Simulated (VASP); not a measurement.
Write the native input for VASP 6.6.1 that does the following.

| Property | Result |
| --- | --- |
| Task | single point |
| Functional | PBE |
| Potentials or basis | VASP PAW PBE potentials, release 64 (As, Ga_d, H) |
| Cutoff | 520 eV |
| k mesh | 7 × 7 × 1 |
| Occupations | gaussian, width 0.05 eV |
| Spin | collinear spin |
| Starting moments | [0.0, 0.0, 0.0, 0.0, 1.0] μB |
| Dipole correction | yes |
| Further INCAR settings | ALGO = Normal; EDIFF = 1e-07; NBANDS = 30 |

The structure of Ga2As2H lies in POSCAR:

```
Ga2As2H
1.0
    4.0629609257      0.0000000000      0.0000000000
    0.0000000000      4.0629609257      0.0000000000
    0.0000000000      0.0000000000     19.8904986560
As Ga H
2 2 1
Direct
    0.0000000000      0.5000000000      0.2011010417
    0.5000000000      0.0000000000      0.3511019680
    0.5000000000      0.5000000000      0.2733201266
    0.0000000000      0.0000000000      0.4218345051
    0.3750000000      0.2500000000      0.4631595425
```

One way to write it, as run:

INCAR

```
SYSTEM = Ga2As2H
PREC = Accurate
ENCUT = 520
EDIFF = 1E-7
ISMEAR = 0
SIGMA = 0.05
LREAL = .FALSE.
LASPH = .TRUE.
NELM = 150
ALGO = Normal
ISIF = 2
LWAVE = .FALSE.
LCHARG = .TRUE.
ISPIN = 2
MAGMOM = 0 0 0 0 1
LORBIT = 11
LDIPOL = .TRUE.
IDIPOL = 3
DIPOL = 0.5 0.5 0.342
GGA = PE
LELF = .TRUE.
LVHAR = .TRUE.
LVACPOTAV = .TRUE.
NBANDS = 30
```

KPOINTS

```
Automatic mesh
0
G
  7 7 1
  0 0 0
```

Potentials or basis: VASP PAW PBE potentials, release 64 (As, Ga_d, H).

Run with:

```sh
$ cat potpaw_PBE.64/As/POTCAR potpaw_PBE.64/Ga_d/POTCAR potpaw_PBE.64/H/POTCAR > POTCAR
$ mpirun -np 1 vasp_std > vasp.out
```

Results of the run:

| Item | Value |
| --- | --- |
| Largest force | 1.711 eV/Å |
| Net moment | 0.00 μB per cell |
| Valence electrons inside the program's atomic spheres | As 2.65, 2.76; Ga 11.60, 11.48; H 0.43 |

It took 15 min on 1 thread of Intel(R) Xeon(R) Platinum 8559C (Emerald Rapids), on a shared host, peak memory 0.69 GiB.
